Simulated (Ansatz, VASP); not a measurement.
Ni3Pt in VASP and in Ansatz

The input INCAR:

```
  PREC = Accurate
  ENCUT = 520
  EDIFF = 1E-7
  ISMEAR = -1
  SIGMA = 0.05
  LREAL = F
  LASPH = T
  NELM = 80
  ALGO = Normal
  ISIF = 2
  LWAVE = F
  LCHARG = T
  LELF = T
  LVHAR = T
  NBANDS = 28
```

The input KPOINTS:

```
Automatic mesh
0
Gamma
  9 9 9
```

Contents of POSCAR:

```
Ni3Pt
1.0
    3.7641083358      0.0000000000      0.0000000000
    0.0000000000      3.7641083358      0.0000000000
    0.0000000000      0.0000000000      3.7641083358
Ni Pt
3 1
Direct
    0.5000000000      0.0000000000      0.5000000000
    0.0000000000      0.5000000000      0.5000000000
    0.5000000000      0.5000000000      0.0000000000
    0.0000000000      0.0000000000      0.0000000000
```

Input for Ansatz:

```yaml
crystal:
  lattice:
    - [3.7641083358, 0.0, 0.0]
    - [0.0, 3.7641083358, 0.0]
    - [0.0, 0.0, 3.7641083358]
  atoms:
    - { symbol: Ni, position: [0.5, 0.0, 0.5] }
    - { symbol: Ni, position: [0.0, 0.5, 0.5] }
    - { symbol: Ni, position: [0.5, 0.5, 0.0] }
    - { symbol: Pt, position: [0.0, 0.0, 0.0] }
kpoints:
  mp_grid: { grid: [9, 9, 9] }
scf:
  occupations: { method: fermi_dirac, width: 0.05 }
  lower_state_search: "off"
hamiltonian:
  xc: lda
  pseudopotentials: { kind: paw }
output:
  forces: true
  stress: true
  eigenvalues: true
```

Change from the starting cell: volume scaled by 1.12, no spin polarisation, PAW files.

Alike in both runs: task single point; functional LDA; k mesh 9 × 9 × 9; occupations fermi-dirac, width 0.05 eV; no spin polarisation.

|  | VASP | Ansatz |
| --- | --- | --- |
| version | VASP 6.6.1 | Ansatz 0.2.0 |
| potentials or method | VASP PAW LDA potentials, release 64 (Ni, Pt) | PAW with Ansatz's default frozen-core files, scalar-relativistic |
| plane-wave cutoff (eV) | 520 | 420 |
| valence electrons in the cell | 40 | 72 |

```csv
,VASP,Ansatz,Ansatz less VASP
pressure (GPa),-29.5,-29.9,-0.45
```

LDA's correlation is that of Perdew and Zunger in VASP and of Perdew and Wang (1992) in Ansatz. Both programs put the cell under strong tension, so it lies far from rest at this level. VASP's potentials hold 40 valence electrons a cell and Ansatz's 72, so a difference there can come from the potentials and not from the codes.

Spin-orbit coupling is off throughout.
